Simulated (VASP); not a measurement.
Input of a VASP 6.6.1 run:

File INCAR:

```
PREC = Accurate ; ENCUT = 520
EDIFF = 1E-6 ; ISMEAR = -1
SIGMA = 0.01 ; LREAL = F
LASPH = T ; NELM = 60
ALGO = Normal ; ISIF = 2
LWAVE = F ; LCHARG = F
NBANDS = 17
```

KPOINTS

```
Automatic mesh
0
Gamma
  4 4 4
```

Contents of POSCAR:

```
H4BrN
1.0
    3.3522318604      0.0000000000      0.0000000000
    0.0000000000      3.3522318604      0.0000000000
    0.0000000000      0.0000000000      3.3522318604
H Br N
4 1 1
Direct
    0.1785082134      0.1785082134      0.1785082134
    0.1785082134      0.8214917866      0.8214917866
    0.8214917866      0.1785082134      0.8214917866
    0.8214917866      0.8214917866      0.1785082134
    0.5000000000      0.5000000000      0.5000000000
    0.0000000000      0.0000000000      0.0000000000
```

Potentials or basis: VASP PAW LDA potentials, release 64 (H, Br, N).

Launch:

```console
$ cat potpaw_LDA.64/H/POTCAR potpaw_LDA.64/Br/POTCAR potpaw_LDA.64/N/POTCAR > POTCAR
$ mpirun -np 1 vasp_std > vasp.out
```

Problem. Estimate the band gap on the k mesh.

Solution. 5.30 eV, direct.

Problem. What does it give for the pressure?

Solution. 40.3 GPa.

Forces in eV/Å, atoms in the order of the input:
```
H    0.034  0.034  0.034
H    0.034 -0.034 -0.034
H   -0.034  0.034 -0.034
H   -0.034 -0.034  0.034
Br   0.000  0.000  0.000
N    0.000  0.000  0.000
```

Caveat: the k points lie up to 0.47 Å⁻¹ apart. LDA gaps usually lie below the measured ones, often by a third to a half.
